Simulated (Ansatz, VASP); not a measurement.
# Two plane-wave programs on ZnS

```
Zn S
1.0
     0.00000    2.69368    2.69368
     2.69368    0.00000    2.69368
     2.69368    2.69368    0.00000
Zn S
1 1
Direct
  0.00000 0.00000 0.00000
  0.75000 0.75000 0.75000
```

Alike in both runs: task single point; functional r2SCAN; dispersion rVV10; k mesh 6 × 6 × 6; occupations gaussian, width 0.1 eV; no spin polarisation.

|  | VASP | Ansatz |
| --- | --- | --- |
| version | VASP 6.6.1 | Ansatz 0.2.0 |
| potentials or method | VASP PAW PBE potentials, release 64 (Zn, S), cutoff 550 eV | scalar-relativistic, plane waves, PAW |
| valence electrons in the cell | 18 | 18 |

```csv
,VASP,Ansatz,Ansatz less VASP
gap on the k mesh at the Fermi level (eV),2.67,2.65,-0.011
least direct gap on the mesh (eV),2.67,2.65,-0.011
pressure (GPa),-0.8,-0.8,-0.07
```

VASP's potentials were made for PBE, not for r2SCAN.
